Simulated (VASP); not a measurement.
# Hg (P6_3/mmc) in VASP: further runs, part 2 of 2

VASP 6.6.1. Earlier steps stand in the parts before.

### Step 4. Single point, PBE+D3(BJ)

This run uses another cell than the first one, of the same volume but with other edges.

Contents of INCAR:

```
SYSTEM = Hg
PREC     = Accurate       ! precision mode
ENCUT    = 520            ! plane-wave cutoff, eV
EDIFF    = 1E-6           ! SCF threshold, eV
ISMEAR   = 0              ! smearing method
SIGMA    = 0.15           ! smearing width, eV
LREAL    = .False.        ! projectors in reciprocal space
LASPH    = .True.         ! aspherical terms in the spheres
NELM     = 80             ! most SCF steps
ALGO     = Fast           ! electronic algorithm
ISIF     = 2              ! what is computed and relaxed
LWAVE    = .False.        ! write WAVECAR
LCHARG   = .True.         ! write CHGCAR
GGA      = PE             ! functional
IVDW     = 12             ! dispersion correction
LELF     = .True.         ! ELF
LVHAR    = .True.       
NBANDS   = 19             ! bands
```

Contents of KPOINTS:

```
regular mesh
0
Gamma
  24 24 12
  0 0 0
```

Contents of POSCAR:

```
Hg
1.0
    3.4368406407      0.0000000000      0.0000000000
   -1.7184203203      2.9763913036      0.0000000000
    0.0000000000      0.0000000000      5.0190590673
Hg
2
Direct
    0.6666666667      0.3333333333      0.7500000000
    0.3333333333      0.6666666667      0.2500000000
```

Potentials or basis: VASP PAW PBE potentials, release 64 (Hg).

Command:

```sh
$ cat potpaw_PBE.64/Hg/POTCAR > POTCAR
$ mpirun -np 1 vasp_std > vasp.out
```

OUTCAR:

```text
SYSTEM = Hg
   PREC = Accurate
   ENCUT = 520
   EDIFF = 1E-6
   ISMEAR = 0
   LREAL = .False.
   LASPH = .True.
   NELM = 80
   ISIF = 2
   GGA = PE
   IVDW = 12
 IVDW          = 12

 ion  position               nearest neighbor table
   1  0.667  0.333  0.750-   2 3.20   2 3.20   2 3.20   2 3.20   2 3.20   2 3.20
   2  0.333  0.667  0.250-   1 3.20   1 3.20   1 3.20   1 3.20   1 3.20   1 3.20

  LATTYP: Found a hexagonal cell.
 ALAT       =     3.4368406407
 C/A-ratio  =     1.4603700293

  Lattice vectors:

 A1 = (   3.4368406407,   0.0000000000,   0.0000000000)
 A2 = (  -1.7184203203,   2.9763913036,   0.0000000000)
 A3 = (   0.0000000000,   0.0000000000,   5.0190590673)

Analysis of symmetry for initial positions (statically):
=====================================================================
 Subroutine PRICEL returns:
 Original cell was already a primitive cell.

 Routine SETGRP: Setting up the symmetry group for a
 hexagonal supercell.

 Subroutine GETGRP returns: Found 24 space group operations
 (whereof 12 operations were pure point group operations)
 out of a pool of 24 trial point group operations.

The static configuration has the point symmetry D_3d.
 The point group associated with its full space group is D_6h.

Analysis of symmetry for dynamics (positions and initial velocities):
=====================================================================
 Subroutine PRICEL returns:
 Original cell was already a primitive cell.

 Routine SETGRP: Setting up the symmetry group for a
 hexagonal supercell.

 Subroutine GETGRP returns: Found 24 space group operations
 (whereof 12 operations were pure point group operations)
 out of a pool of 24 trial point group operations.

The dynamic configuration has the point symmetry D_3d.
 The point group associated with its full space group is D_6h.

 Subroutine INISYM returns: Found 24 space group operations
 (whereof 12 operations are pure point group operations),
 and found     1 'primitive' translations

----------------------------------------------------------------------------------------

                                     Primitive cell

  volume of cell :      51.3419

  direct lattice vectors                    reciprocal lattice vectors
     3.436840641  0.000000000  0.000000000     0.290964902  0.167988664  0.000000000
    -1.718420320  2.976391304  0.000000000     0.000000000  0.335977329  0.000000000
     0.000000000  0.000000000  5.019059067     0.000000000  0.000000000  0.199240532

  length of vectors
     3.436840641  3.436840641  5.019059067     0.335977329  0.335977329  0.199240532

  position of ions in fractional coordinates (direct lattice)
     0.666666667  0.333333333  0.750000000
     0.333333333  0.666666667  0.250000000

  ion indices of the primitive-cell ions
   primitive index   ion index
                 1           1
                 2           2

----------------------------------------------------------------------------------------

 KPOINTS: regular mesh

Automatic generation of k-mesh.
 Grid dimensions read from file:
 generate k-points for:   24   24   12

 Generating k-lattice:

  Cartesian coordinates                     Fractional coordinates (reciprocal lattice)
     0.012123538  0.006999528  0.000000000     0.041666667  0.000000000  0.000000000
     0.000000000  0.013999055  0.000000000     0.000000000  0.041666667  0.000000000
     0.000000000  0.000000000  0.016603378     0.000000000  0.000000000  0.083333333

  Length of vectors
     0.013999055  0.013999055  0.016603378

  Shift w.r.t. Gamma in fractional coordinates (k-lattice)
     0.000000000  0.000000000  0.000000000

 Subroutine IBZKPT returns following result:
 ===========================================

 Found    427 irreducible k-points:

 Following reciprocal coordinates:
            Coordinates               Weight
  0.000000  0.000000  0.000000      1.000000
  0.041667 -0.000000  0.000000      6.000000
  0.083333 -0.000000  0.000000      6.000000
  0.125000 -0.000000  0.000000      6.000000
  0.166667 -0.000000  0.000000      6.000000
  0.208333  0.000000  0.000000      6.000000
[... 16 lines left out ...]
  0.416667  0.041667  0.000000     12.000000
  0.458333  0.041667  0.000000     12.000000
 [... further k-points ...]
   k-points           NKPTS =    427   k-points in BZ     NKDIM =    427   number of bands    NBANDS=     19
   number of dos      NEDOS =    301   number of ions     NIONS =      2
   total plane-waves  NPLWV =  31360
   dimension x,y,z NGX =    28 NGY =   28 NGZ =   40
   dimension x,y,z NGXF=    56 NGYF=   56 NGZF=   80
   ions per type =               2
   NGX,Y,Z   is equivalent  to a cutoff of  13.54, 13.54, 13.25 a.u.
   NGXF,Y,Z  is equivalent  to a cutoff of  27.09, 27.09, 26.50 a.u.
 SYSTEM =  Hg
   PREC   = accura    normal or accurate (medium, high low for compatibility)
   ISTART =      0    job   : 0-new  1-cont  2-samecut
   ICHARG =      2    charge: 1-file 2-atom 10-const
   ISPIN  =      1    spin polarized calculation?
   LNONCOLLINEAR =      F non collinear calculations
   LSORBIT =      F    spin-orbit coupling
   LASPH  =      T    aspherical Exc in radial PAW
   ENCUT  =  520.0 eV  38.22 Ry    6.18 a.u.   6.39  6.39  9.33*2*pi/ulx,y,z
   NELM   =     80;   NELMIN=  2; NELMDL= -5     # of ELM steps
   EDIFF  = 0.1E-05   stopping-criterion for ELM
   LREAL  =      F    real-space projection
   EDIFFG = 0.1E-04   stopping-criterion for IOM
   NSW    =      0    number of steps for IOM
   IBRION =     -1    ionic relax: 0-MD 1-quasi-New 2-CG
   NFREE  =      0    steps in history (QN), initial steepest desc. (CG)
   ISIF   =      2    stress and relaxation
   ISYM   =      2    0-nonsym 1-usesym 2-fastsym
   POTIM  = 0.5000    time-step for ionic-motion
   TEBEG  =    0.0;   TEEND  =   0.0 temperature during run
   PSTRESS=    0.0 pullay stress
   NELECT =      24.0000    total number of electrons
   NUPDOWN=      -1.0000    fix difference up-down
   EMIN   =  10.00;   EMAX   =-10.00  energy-range for DOS
   EFERMI =   0.00;   METHOD = LEGACY
   ISMEAR =     0;   SIGMA  =   0.15  broadening in eV -4-tet -1-fermi 0-gaus
   EFERMI_NEDOS =   21; number of points for ismear=-14 and -15
   IALGO  =     68    algorithm
   IMIX   =      4    mixing-type and parameters
     AMIX     =   0.40;   BMIX     =  1.00
     AMIX_MAG =   1.60;   BMIX_MAG =  1.00
  volume/ion in A,a.u.               =      25.67       173.24
  Fermi-wavevector in a.u.,A,eV,Ry     =   1.270539  2.400971 21.963468  1.614269
  Thomas-Fermi vector in A             =   2.403521
   LORBIT       =      0    0 simple, 1 ext, 2 COOP (PROOUT), +10 PAW based schemes
   GGA     = PE    functional components
   LHFCALC =     F    Hartree Fock is set to
   AEXX    =    0.0000 exact exchange contribution
   IVDW    =    12    specifies the selected vdW correction
   LEPSILON=     F    determine dielectric tensor
   LRPA    =     F    only Hartree local field effects (RPA)
 non-spin polarized calculation
 RMM-DIIS sequential band-by-band and
 Gauss-broadening in eV      SIGMA  =   0.15
  energy-cutoff  :      520.00
  volume of cell :       51.34
 maximum number of plane-waves:      1402
 NGX is ok and might be reduce to    28

 number of electron      24.0000003 magnetization

 Free energy of the ion-electron system (eV)
  ---------------------------------------------------
  ext. energy  EPLUGINS =         0.00000000
  ---------------------------------------------------
  free energy    TOTEN  =        -0.28863395 eV

  energy without entropy =       -0.28269040  energy(sigma->0) =       -0.28566217

 E-fermi :   1.9467     XC(G=0): -10.3905

 val. band max:        1.9364270082   @ k =   0.3333   0.0417   0.0000
 cond. band min:       1.9517666772   @ k =   0.1250  -0.0000   0.0000
 fundamental gap:      0.0153396689
 Fermi energy:         1.9466702010

 k-point     1 :       0.0000    0.0000    0.0000
  band No.  band energies     occupation
      1      -6.3020      2.00000
      2      -5.3871      2.00000
      3      -4.5810      2.00000
      4      -4.5810      2.00000
      5      -4.5239      2.00000
      6      -4.5239      2.00000
[... 11 lines left out ...]
     18      15.0512      0.00000
     19      15.4321      0.00000
[... 489 lines left out ...]
      3      -5.1647      2.00000
      4      -4.8671      2.00000
      5      -4.2604      2.00000
      6      -4.1868      2.00000
[... 11 lines left out ...]
     18      13.2103      0.00000
     19      13.6468      0.00000

 [... further k-points ...]

------------------------ aborting loop because EDIFF is reached ----------------------------------------

 Edisp (eV)   -0.81599

 E8    (eV) :    -0.3701

  FORCE on cell =-STRESS in cart. coord.  units (eV):
  Direction    XX          YY          ZZ          XY          YZ          ZX
  --------------------------------------------------------------------------------------
  -------------------------------------------------------------------------------------
  Total       0.00833     0.00833     0.14640     0.00000    -0.00000     0.00000
  in kB       0.25985     0.25985     4.56867     0.00000    -0.00000     0.00000
  external pressure =        1.70 kB  Pullay stress =        0.00 kB

 VOLUME and BASIS-vectors are now :
 -----------------------------------------------------------------------------
  energy-cutoff  :      520.00
  volume of cell :       51.34
      direct lattice vectors                 reciprocal lattice vectors
     3.436840641  0.000000000  0.000000000     0.290964902  0.167988664  0.000000000
    -1.718420320  2.976391304  0.000000000     0.000000000  0.335977329  0.000000000
     0.000000000  0.000000000  5.019059067     0.000000000  0.000000000  0.199240532

 POSITION                                       TOTAL-FORCE (eV/Angst)
 -----------------------------------------------------------------------------------
      1.71842      0.99213      3.76429         0.000000      0.000000      0.000000
     -0.00000      1.98426      1.25476        -0.000000     -0.000000      0.000000
 -----------------------------------------------------------------------------------
    total drift:                               -0.000000      0.000000     -0.000000

  FREE ENERGIE OF THE ION-ELECTRON SYSTEM (eV)
  ---------------------------------------------------
  free  energy   TOTEN  =        -1.1046231038 eV

  energy  without entropy=       -1.0986795492  energy(sigma->0) =       -1.10165133
```

Run time: 5.6 min. Hardware: 1 thread of Intel Xeon Platinum 8259CL at 2.50GHz (Skylake/Cascade Lake), shared host; peak memory 0.45 GiB.

What came out:

```
Free energy                : -1.1046 eV
Pressure                   : 0.2 GPa
Band gap on the k mesh     : zero (bands 12 and 13 overlap by 0.85 eV)
Dispersion energy per atom : -0.408 eV
```

Caveat: spin-orbit coupling is left out, which moves the levels of the heavy elements.

### Step 5. Single point, PBE+D3(BJ)

This run uses another cell than the first one, of the same volume but with other edges.

Contents of INCAR:

```
ALGO = Fast
EDIFF = 1E-6
ENCUT = 520
GGA = PE
ISIF = 2
ISMEAR = 0
IVDW = 12
LASPH = T
LCHARG = T
LELF = T
LREAL = F
LVHAR = T
LWAVE = F
NBANDS = 19
NELM = 80
PREC = Accurate
SIGMA = 0.15
```

Contents of KPOINTS:

```
k-points
0
Gamma
  24 24 12
```

Contents of POSCAR:

```
Hg
1.0
    3.2381063575      0.0000000000      0.0000000000
   -1.6190531788      2.8042823658      0.0000000000
    0.0000000000      0.0000000000      5.6540400261
Hg
2
Direct
    0.6666666667      0.3333333333      0.7500000000
    0.3333333333      0.6666666667      0.2500000000
```

Command:

```sh
$ cat potpaw_PBE.64/Hg/POTCAR > POTCAR
$ mpirun -np 1 vasp_std > vasp.out
```

Run time: 4.2 min. Hardware: 1 thread of Intel Xeon Platinum 8259CL at 2.50GHz (Skylake/Cascade Lake), shared host; peak memory 0.43 GiB.

The run converged. Its results:

```
Free energy                : -1.0948 eV
Pressure                   : 0.1 GPa
Band gap on the k mesh     : zero (bands 12 and 13 overlap by 1.39 eV)
Dispersion energy per atom : -0.408 eV
```

Stress tensor (GPa, compression positive):
```
 0.56  0.00  0.00
 0.00  0.56  0.00
 0.00  0.00 -0.78
```

Levels at points of the mesh, in eV from the Fermi level:
```csv
k point,band 9,band 10,band 11,band 12,band 13,band 14,band 15,band 16
"(0.00, 0.00, 0.00)",-6.01,-5.58,-5.58,-2.16,-1.23,12.31,13.07,13.07
"(0.50, 0.00, 0.00)",-5.39,-5.34,-1.85,-1.57,2.26,2.66,4.08,6.87
"(0.00, 0.00, 0.50)",-5.74,-5.74,-5.74,-5.74,5.39,5.39,13.87,13.90
"(0.50, 0.00, 0.50)",-5.36,-5.36,-0.86,-0.86,0.01,0.01,8.82,8.82
```

Caveat: spin-orbit coupling is left out, which moves the levels of the heavy elements.

### Step 6. The runs side by side

```tsv
cell	gap on the mesh (eV)	pressure (GPa)
a = 3.529, b = 3.529, c = 4.761 Å, angles 90.0, 90.0, 120.0°, 2 atoms	none	0.1
a = 3.146, b = 3.146, c = 5.992 Å, angles 90.0, 90.0, 120.0°, 2 atoms	none	0.1
a = 3.437, b = 3.437, c = 5.019 Å, angles 90.0, 90.0, 120.0°, 2 atoms	none	0.2
a = 3.238, b = 3.238, c = 5.654 Å, angles 90.0, 90.0, 120.0°, 2 atoms	none	0.1
```

Alike in all rows: task single point; level PBE+D3(BJ); potentials or basis VASP PAW PBE potentials, release 64 (Hg); no spin polarisation; k mesh 24 × 24 × 12; cutoff (eV) 520; smearing gaussian 0.15 eV.

Caveats: spin-orbit coupling is left out, which moves the levels of the heavy elements.

Total energies depend on the potentials used, so only differences within one code and one set of settings carry meaning.

The gap in the log of VASP goes by the Fermi energy; the results here count the filled bands.